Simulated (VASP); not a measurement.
Si, 1 atom in the cell. It takes space group P6/mmm (No. 191, hexagonal). Conventional cell: a = 2.621 Å, b = 2.621 Å, c = 2.343 Å, α = 90.00°, β = 90.00°, γ = 120.00°. Within 3.1 Å of Si (site symmetry 6/mmm) lie 8 Si at 2.34 to 2.62 Å. This isn't the form of Si at room conditions, which is diamond. This cell differs from its parent crystal: strain +0.000 along x and y, -0.050 along z.

| Item | Value |
| --- | --- |
| Program | VASP 6.6.1 |
| Task | single point |
| Functional | LDA |
| Potentials or basis | VASP PAW LDA potentials, release 64 (Si) |
| Cutoff | 520 eV |
| k mesh | 24 × 24 × 20 |
| Occupations | gaussian, width 0.15 eV |
| Spin | no spin polarisation |
| Dipole correction | no |
| Further INCAR settings | ALGO = Normal; EDIFF = 1e-06; NBANDS = 8 |

Potentials or basis: VASP PAW LDA potentials, release 64 (Si).

The run is started by

```sh
$ cat potpaw_LDA.64/Si/POTCAR > POTCAR
$ mpirun -np 1 vasp_std > vasp.out
```

Hardware: 1 thread of Intel Xeon 8259CL (shared host).

Q: How long does it take, and how much memory?

A: It took 67 s on 1 thread of Intel Xeon 8259CL, with other jobs on the host, peak memory 0.16 GiB. Counts: scf iterations 10, k points 671.
